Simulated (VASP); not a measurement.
A run of VASP 6.6.1 is set up as follows.

Contents of INCAR:

```
PREC     = Accurate       # precision mode
ENCUT    = 520            # plane-wave cutoff, eV
EDIFF    = 1E-6           # SCF threshold, eV
ISMEAR   = 0              # smearing method
SIGMA    = 0.1            # smearing width, eV
LREAL    = False          # projectors in reciprocal space
LASPH    = True           # aspherical terms in the spheres
NELM     = 60             # most SCF steps
ALGO     = Normal         # electronic algorithm
ISIF     = 2              # what is computed and relaxed
LWAVE    = False          # write WAVECAR
LCHARG   = False          # write CHGCAR
NBANDS   = 23             # bands
```

File KPOINTS:

```
Automatic mesh
0
Gamma
  12 12 8
```

POSCAR

```
NiSb
1.0
    3.9756617256      0.0000000000      0.0000000000
   -1.9878308628      3.4430240513      0.0000000000
    0.0000000000      0.0000000000      5.1568489388
Ni Sb
2 2
Direct
    0.0000000000      0.0000000000      0.0000000000
    0.0000000000      0.0000000000      0.5000000000
    0.3333333333      0.6666666667      0.2500000000
    0.6666666667      0.3333333333      0.7500000000
```

Potentials or basis: VASP PAW LDA potentials, release 64 (Ni, Sb).

Command:

```bash
$ cat potpaw_LDA.64/Ni/POTCAR potpaw_LDA.64/Sb/POTCAR > POTCAR
$ mpirun -np 1 vasp_std > vasp.out
```

Problem. What does it give for the band gap on the k mesh?

Solution. Zero (bands 15 and 16 overlap by 3.20 eV).

Problem. Estimate the pressure.

Solution. -8.5 GPa.

Caveat: the cell stands under tension; spin-orbit coupling is left out, which moves the levels of the heavy elements. Spin polarisation is off, so any magnetic state and its effect on volume and gap are missing.
